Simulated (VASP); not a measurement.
Input of a VASP 6.6.1 run:

INCAR

```
SYSTEM = FePt5
PREC = Accurate
ENCUT = 520
EDIFF = 1E-6
ISMEAR = 0
SIGMA = 0.1
LREAL = .False.
LASPH = .True.
NELM = 150
ALGO = Normal
ISIF = 2
LWAVE = .False.
LCHARG = .False.
ISPIN = 2
MAGMOM = 3.34 0 0 0 0.32 0.32
LORBIT = 11
LMAXMIX = 4
GGA = PE
NBANDS = 42
```

The input KPOINTS:

```
regular mesh
0
Gamma
  6 6 2
  0 0 0
```

Contents of POSCAR:

```
FePt5
1.0
    2.7659251000      0.0000000000      0.0000000000
    0.0000000000      2.7659251000      0.0000000000
    0.0000000000      0.0000000000     11.8492545000
Fe Pt
1 5
Direct
    0.0000000000      0.0000000000      0.0000000000
    0.0000000000      0.0000000000      0.3286970000
    0.0000000000      0.0000000000      0.6713030000
    0.5000000000      0.5000000000      0.5000000000
    0.5000000000      0.5000000000      0.1525990000
    0.5000000000      0.5000000000      0.8474010000
```

Potentials or basis: VASP PAW PBE potentials, release 64 (Fe, Pt).

Command:

```console
$ cat potpaw_PBE.64/Fe/POTCAR potpaw_PBE.64/Pt/POTCAR > POTCAR
$ mpirun -np 1 vasp_std > vasp.out
```

Q: Estimate the net moment.

A: 3.04 μB per cell.

Q: Estimate the site moments.

A: Fe +2.95; Pt -0.09, -0.17, +0.20 μB.

Q: Predict the pressure.

A: -1.4 GPa.

Q: What does it give for the largest force?

A: 0.069 eV/Å.

Stress tensor (GPa, compression positive):
```
-1.16  0.00  0.00
 0.00 -1.16  0.00
 0.00  0.00 -1.80
```

Caveat: the k points lie up to 0.38 Å⁻¹ apart.
